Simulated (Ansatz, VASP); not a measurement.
## Two plane-wave programs on K

INCAR

```
ALGO = Normal ; EDIFF = 1E-6
ENCUT = 520 ; GGA = PS
ISIF = 2 ; ISMEAR = -1
LASPH = T ; LCHARG = T
LELF = T ; LREAL = F
LVHAR = T ; LWAVE = F
NBANDS = 10 ; NELM = 80
PREC = Accurate ; SIGMA = 0.05
```

Contents of KPOINTS:

```
k-points
0
Gamma
  12 12 12
```

POSCAR

```
K
1.0
   -2.6125000000      2.6125000000      2.6125000000
    2.6125000000     -2.6125000000      2.6125000000
    2.6125000000      2.6125000000     -2.6125000000
K
1
Direct
    0.0000000000      0.0000000000      0.0000000000
```

Input for Ansatz:

```yaml
crystal:
  lattice:
    - [-2.6125, 2.6125, 2.6125]
    - [2.6125, -2.6125, 2.6125]
    - [2.6125, 2.6125, -2.6125]
  atoms:
    - { symbol: K, position: [0.0, 0.0, 0.0] }
kpoints:
  mp_grid: { grid: [12, 12, 12] }
scf:
  occupations: { method: fermi_dirac, width: 0.05 }
hamiltonian:
  xc: pbesol
  pseudopotentials: { kind: paw }
output:
  forces: true
  stress: true
  eigenvalues: true
  eigenstates:
    nscf_kmesh: { grid: [16, 16, 16] }
    de_dk: true
    e_range: [-14, 14]
  optics:
    e_range: [0, 20]
    de: 0.2
    sigma: 0.2
    bands: { spectra_wanted_up_to: 20 }
    nscf_kmesh: { grid: [16, 16, 16] }
    drude_damping: 0.1
checkpoint:
  write: ck
  write_wavefunctions: false
```

Alike in both runs: task single point; functional PBEsol; k mesh 12 × 12 × 12; occupations fermi-dirac, width 0.05 eV; no spin polarisation.

|  | VASP | Ansatz |
| --- | --- | --- |
| version | VASP 6.6.1 | Ansatz 0.2.0 |
| potentials or method | VASP PAW PBE potentials, release 64 (K_sv) | PAW with Ansatz's default frozen-core files, scalar-relativistic |
| plane-wave cutoff (eV) | 520 | 420 |
| valence electrons in the cell | 9 | 9 |

```csv
,VASP,Ansatz,Ansatz less VASP
pressure (GPa),0.0,0.0,+0.01
```

VASP's potentials were made for PBE, not for PBEsol. Ansatz's warnings: optics on partly filled bands.
